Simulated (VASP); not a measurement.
# Mg5Te (P6/mmm) in VASP: further runs

Runs on Mg5Te. Level: PBE. Tasks: single point, relaxation of cell and atoms.

All numbers are computed with VASP 6.6.1; they aren't measurements. Logs are shortened: lines on timing, memory, paths and dates and some standing lists are left out, and cuts for length are marked.

### Step 1. The cell of the first run

The structure is hexagonal, space group P6/mmm (No. 191). Conventional cell: a = 5.404 Å, b = 5.404 Å, c = 6.373 Å, α = 90.00°, β = 90.00°, γ = 120.00°. Within 4.1 Å of Mg (site symmetry -6m2) lie 3 Te at 3.12 Å and 5 Mg at 3.12 to 3.19 Å. Mg (site symmetry -6m2) has 8 Mg at 3.12 to 3.19 Å within 4.1 Å. Mg (site symmetry 6/mmm) has 6 Mg at 3.12 Å and 2 Te at 3.19 Å within 4.1 Å. Within 4.1 Å of Te (site symmetry 6/mmm) lie 8 Mg at 3.12 to 3.19 Å.

### Step 2. Single point, PBE

INCAR reads:

```
  PREC = Accurate
  ENCUT = 520
  EDIFF = 1E-7
  ISMEAR = 0
  SIGMA = 0.1
  LREAL = F
  LASPH = T
  NELM = 60
  ALGO = Fast
  ISIF = 2
  LWAVE = F
  LCHARG = F
  GGA = PE
  NBANDS = 17
```

KPOINTS reads:

```
regular mesh
0
Gamma
  12 12 6
```

POSCAR reads:

```
Mg5Te
1.0
    5.4039452847      0.0000000000      0.0000000000
   -2.7019726423      4.6799538972      0.0000000000
    0.0000000000      0.0000000000      6.3729571622
Mg Te
5 1
Direct
    0.3333333333      0.6666666667      0.0000000000
    0.6666666667      0.3333333333      0.0000000000
    0.3333333333      0.6666666667      0.5000000000
    0.6666666667      0.3333333333      0.5000000000
    0.0000000000      0.0000000000      0.5000000000
    0.0000000000      0.0000000000      0.0000000000
```

Potentials or basis: VASP PAW PBE potentials, release 64 (Mg, Te).

Command:

```
> cat potpaw_PBE.64/Mg/POTCAR potpaw_PBE.64/Te/POTCAR > POTCAR
> mpirun -np 1 vasp_std > vasp.out
```

OUTCAR:

```text
PREC = Accurate
   ENCUT = 520
   EDIFF = 1E-7
   ISMEAR = 0
   LREAL = F
   LASPH = T
   NELM = 60
   ISIF = 2
   GGA = PE

 ion  position               nearest neighbor table
   1  0.333  0.667  0.000-   6 3.12   2 3.12   2 3.12   6 3.12   6 3.12   2 3.12   3 3.19   3 3.19

   2  0.667  0.333  0.000-   6 3.12   1 3.12   1 3.12   6 3.12   6 3.12   1 3.12   4 3.19   4 3.19

   3  0.333  0.667  0.500-   5 3.12   4 3.12   4 3.12   5 3.12   5 3.12   4 3.12   1 3.19   1 3.19

   4  0.667  0.333  0.500-   5 3.12   3 3.12   3 3.12   5 3.12   5 3.12   3 3.12   2 3.19   2 3.19

   5  0.000  0.000  0.500-   3 3.12   4 3.12   3 3.12   4 3.12   4 3.12   3 3.12   6 3.19   6 3.19

   6  0.000  0.000  0.000-   1 3.12   2 3.12   1 3.12   2 3.12   2 3.12   1 3.12   5 3.19   5 3.19

  LATTYP: Found a hexagonal cell.
 ALAT       =     5.4039452847
 C/A-ratio  =     1.1793156345

  Lattice vectors:

 A1 = (   5.4039452847,   0.0000000000,   0.0000000000)
 A2 = (  -2.7019726423,   4.6799538972,   0.0000000000)
 A3 = (   0.0000000000,   0.0000000000,   6.3729571622)

Analysis of symmetry for initial positions (statically):
=====================================================================
 Subroutine PRICEL returns:
 Original cell was already a primitive cell.

 Routine SETGRP: Setting up the symmetry group for a
 hexagonal supercell.

 Subroutine GETGRP returns: Found 24 space group operations
 (whereof 24 operations were pure point group operations)
 out of a pool of 24 trial point group operations.

The static configuration has the point symmetry D_6h.

Analysis of symmetry for dynamics (positions and initial velocities):
=====================================================================
 Subroutine PRICEL returns:
 Original cell was already a primitive cell.

 Routine SETGRP: Setting up the symmetry group for a
 hexagonal supercell.

 Subroutine GETGRP returns: Found 24 space group operations
 (whereof 24 operations were pure point group operations)
 out of a pool of 24 trial point group operations.

The dynamic configuration has the point symmetry D_6h.

 Subroutine INISYM returns: Found 24 space group operations
 (whereof 24 operations are pure point group operations),
 and found     1 'primitive' translations

----------------------------------------------------------------------------------------

                                     Primitive cell

  volume of cell :     161.1735

  direct lattice vectors                    reciprocal lattice vectors
     5.403945285  0.000000000  0.000000000     0.185049986  0.106838659  0.000000000
    -2.701972642  4.679953897  0.000000000     0.000000000  0.213677319  0.000000000
     0.000000000  0.000000000  6.372957162     0.000000000  0.000000000  0.156913027

  length of vectors
     5.403945285  5.403945285  6.372957162     0.213677319  0.213677319  0.156913027

  position of ions in fractional coordinates (direct lattice)
     0.333333333  0.666666667  0.000000000
     0.666666667  0.333333333  0.000000000
     0.333333333  0.666666667  0.500000000
     0.666666667  0.333333333  0.500000000
     0.000000000  0.000000000  0.500000000
     0.000000000  0.000000000  0.000000000

  ion indices of the primitive-cell ions
   primitive index   ion index
                 1           1
                 2           2
                 3           3
                 4           4
                 5           5
                 6           6

----------------------------------------------------------------------------------------

 KPOINTS: regular mesh

Automatic generation of k-mesh.
 Grid dimensions read from file:
 generate k-points for:   12   12    6

 Generating k-lattice:

  Cartesian coordinates                     Fractional coordinates (reciprocal lattice)
     0.015420832  0.008903222  0.000000000     0.083333333  0.000000000  0.000000000
     0.000000000  0.017806443  0.000000000     0.000000000  0.083333333  0.000000000
     0.000000000  0.000000000  0.026152171     0.000000000  0.000000000  0.166666667

  Length of vectors
     0.017806443  0.017806443  0.026152171

  Shift w.r.t. Gamma in fractional coordinates (k-lattice)
     0.000000000  0.000000000  0.000000000

 Subroutine IBZKPT returns following result:
 ===========================================

 Found     76 irreducible k-points:

 Following reciprocal coordinates:
            Coordinates               Weight
  0.000000  0.000000  0.000000      1.000000
  0.083333  0.000000  0.000000      6.000000
  0.166667  0.000000  0.000000      6.000000
  0.250000  0.000000  0.000000      6.000000
  0.333333 -0.000000  0.000000      6.000000
  0.416667  0.000000  0.000000      6.000000
[... 16 lines left out ...]
  0.250000  0.000000  0.166667     12.000000
  0.333333 -0.000000  0.166667     12.000000
 [... further k-points ...]
   k-points           NKPTS =     76   k-points in BZ     NKDIM =     76   number of bands    NBANDS=     17
   number of dos      NEDOS =    301   number of ions     NIONS =      6
   total plane-waves  NPLWV =  76800
   dimension x,y,z NGX =    40 NGY =   40 NGZ =   48
   dimension x,y,z NGXF=    80 NGYF=   80 NGZF=   96
   ions per type =               5   1
   NGX,Y,Z   is equivalent  to a cutoff of  12.31, 12.31, 12.52 a.u.
   NGXF,Y,Z  is equivalent  to a cutoff of  24.61, 24.61, 25.04 a.u.
 SYSTEM =  unknown system
   PREC   = accura    normal or accurate (medium, high low for compatibility)
   ISTART =      0    job   : 0-new  1-cont  2-samecut
   ICHARG =      2    charge: 1-file 2-atom 10-const
   ISPIN  =      1    spin polarized calculation?
   LNONCOLLINEAR =      F non collinear calculations
   LSORBIT =      F    spin-orbit coupling
   LASPH  =      T    aspherical Exc in radial PAW
   ENCUT  =  520.0 eV  38.22 Ry    6.18 a.u.  10.05 10.05 11.85*2*pi/ulx,y,z
   NELM   =     60;   NELMIN=  2; NELMDL= -5     # of ELM steps
   EDIFF  = 0.1E-06   stopping-criterion for ELM
   LREAL  =      F    real-space projection
   EDIFFG = 0.1E-05   stopping-criterion for IOM
   NSW    =      0    number of steps for IOM
   IBRION =     -1    ionic relax: 0-MD 1-quasi-New 2-CG
   NFREE  =      0    steps in history (QN), initial steepest desc. (CG)
   ISIF   =      2    stress and relaxation
   ISYM   =      2    0-nonsym 1-usesym 2-fastsym
   POTIM  = 0.5000    time-step for ionic-motion
   TEBEG  =    0.0;   TEEND  =   0.0 temperature during run
   PSTRESS=    0.0 pullay stress
   NELECT =      16.0000    total number of electrons
   NUPDOWN=      -1.0000    fix difference up-down
   EMIN   =  10.00;   EMAX   =-10.00  energy-range for DOS
   EFERMI =   0.00;   METHOD = LEGACY
   ISMEAR =     0;   SIGMA  =   0.10  broadening in eV -4-tet -1-fermi 0-gaus
   EFERMI_NEDOS =   21; number of points for ismear=-14 and -15
   IALGO  =     68    algorithm
   IMIX   =      4    mixing-type and parameters
     AMIX     =   0.40;   BMIX     =  1.00
     AMIX_MAG =   1.60;   BMIX_MAG =  1.00
  volume/ion in A,a.u.               =      26.86       181.28
  Fermi-wavevector in a.u.,A,eV,Ry     =   0.758025  1.432460  7.817938  0.574602
  Thomas-Fermi vector in A             =   1.856503
   LORBIT       =      0    0 simple, 1 ext, 2 COOP (PROOUT), +10 PAW based schemes
   GGA     = PE    functional components
   LHFCALC =     F    Hartree Fock is set to
   AEXX    =    0.0000 exact exchange contribution
   IVDW    =     0    specifies the selected vdW correction
   LEPSILON=     F    determine dielectric tensor
   LRPA    =     F    only Hartree local field effects (RPA)
 non-spin polarized calculation
 RMM-DIIS sequential band-by-band and
 Gauss-broadening in eV      SIGMA  =   0.10
  energy-cutoff  :      520.00
  volume of cell :      161.17
 maximum number of plane-waves:      4374
   NGX = 21   NGY = 21   NGZ = 23

 number of electron      15.9999999 magnetization

 Free energy of the ion-electron system (eV)
  ---------------------------------------------------
  ext. energy  EPLUGINS =         0.00000000
  ---------------------------------------------------
  free energy    TOTEN  =       -10.14695644 eV

  energy without entropy =      -10.12099833  energy(sigma->0) =      -10.13397739

 E-fermi :   2.9817     XC(G=0):  -8.3493

 val. band max:        2.9777541997   @ k =   0.0833   0.0833   0.3333
 cond. band min:       2.9831973761   @ k =   0.2500   0.0000   0.3333
 fundamental gap:      0.0054431764
 Fermi energy:         2.9817037630

 k-point     1 :       0.0000    0.0000    0.0000
  band No.  band energies     occupation
      1      -8.5856      2.00000
      2      -1.9899      2.00000
      3      -0.7482      2.00000
      4      -0.1272      2.00000
      5      -0.1272      2.00000
      6       1.1433      2.00000
[... 9 lines left out ...]
     16       6.4578      0.00000
     17       7.4498      0.00000

 k-point     2 :       0.0833    0.0000    0.0000
  band No.  band energies     occupation
      1      -8.5738      2.00000
      2      -1.9981      2.00000
      3      -0.7171      2.00000
      4      -0.3102      2.00000
      5      -0.1736      2.00000
      6       1.3989      2.00000
[... 9 lines left out ...]
     16       6.7599      0.00000
     17       7.0180      0.00000

 k-point     3 :       0.1667    0.0000    0.0000
  band No.  band energies     occupation
      1      -8.5412      2.00000
      2      -2.0468      2.00000
      3      -0.6272      2.00000
      4      -0.5759      2.00000
      5      -0.2896      2.00000
      6       1.6772      2.00000
[... 9 lines left out ...]
     16       6.6039      0.00000
     17       7.5338      0.00000

 k-point     4 :       0.2500    0.0000    0.0000
  band No.  band energies     occupation
      1      -8.4954      2.00000
      2      -2.1751      2.00000
      3      -0.6783      2.00000
      4      -0.4894      2.00000
      5      -0.4282      2.00000
      6       1.3792      2.00000
[... 9 lines left out ...]
     16       7.0729      0.00000
     17       8.0935      0.00000
[... 343 lines left out ...]
      1      -8.5345      2.00000
      2      -2.1645      2.00000
      3      -1.0146      2.00000
      4      -0.2706      2.00000
      5       0.0665      2.00000
      6       1.6941      2.00000
[... 9 lines left out ...]
     16       7.0347      0.00000
     17       7.1675      0.00000

 k-point    23 :       0.2500    0.0000    0.1667
  band No.  band energies     occupation
      1      -8.4892      2.00000
      2      -2.1784      2.00000
      3      -1.2087      2.00000
      4      -0.4065      2.00000
      5       0.1772      2.00000
      6       1.3431      2.00000
[... 9 lines left out ...]
     16       6.9570      0.00000
     17       7.3909      0.00000

 k-point    24 :       0.3333   -0.0000    0.1667
  band No.  band energies     occupation
      1      -8.4422      2.00000
      2      -2.3002      2.00000
      3      -1.1555      2.00000
      4      -0.5265      2.00000
      5       0.2749      2.00000
      6       0.8712      2.00000
[... 9 lines left out ...]
     16       7.5678      0.00000
     17       7.8587      0.00000

 [... further k-points ...]
[... 5 lines left out ...]
  --------------------------------------------------------------------------------------
  -------------------------------------------------------------------------------------
  Total       -0.1055396     -0.1055396     -0.0414060     -0.0000000      0.0000000      0.0000000
  in kB       -1.0491375     -1.0491375     -0.4116047     -0.0000000      0.0000000      0.0000000
  external PRESSURE =      -0.8366266 kB  Pullay stress =       0.0000000 kB

 VOLUME and BASIS-vectors are now :
 -----------------------------------------------------------------------------
  energy-cutoff  :      520.00
  volume of cell :      161.17
      direct lattice vectors                 reciprocal lattice vectors
     5.403945285  0.000000000  0.000000000     0.185049986  0.106838659  0.000000000
    -2.701972642  4.679953897  0.000000000     0.000000000  0.213677319  0.000000000
     0.000000000  0.000000000  6.372957162     0.000000000  0.000000000  0.156913027

 POSITION                                       TOTAL-FORCE (eV/Angst)
 -----------------------------------------------------------------------------------
     -0.00000      3.11997      0.00000         0.000000     -0.000000      0.000000
      2.70197      1.55998      0.00000        -0.000000      0.000000      0.000000
     -0.00000      3.11997      3.18648         0.000000     -0.000000      0.000000
      2.70197      1.55998      3.18648        -0.000000      0.000000     -0.000000
      0.00000      0.00000      3.18648        -0.000000      0.000000      0.000000
      0.00000      0.00000      0.00000        -0.000000      0.000000      0.000000
 -----------------------------------------------------------------------------------
    total drift:                                0.000000     -0.000000      0.000000

  FREE ENERGIE OF THE ION-ELECTRON SYSTEM (eV)
  ---------------------------------------------------
  free  energy   TOTEN  =       -10.1469564374 eV

  energy  without entropy=      -10.1209983332  energy(sigma->0) =      -10.13397739
```

Wall time 90 s (1 thread of Intel Xeon 6975P-C (Granite Rapids), shared host); peak memory 0.39 GiB.

Results:

| Property | Result |
| --- | --- |
| Free energy | -10.1470 eV |
| Pressure | -0.1 GPa |
| Band gap on the k mesh | zero (bands 8 and 9 overlap by 0.82 eV) |

Caveat: spin-orbit coupling is left out, which moves the levels of the heavy elements.

[end of part 1 of 2]
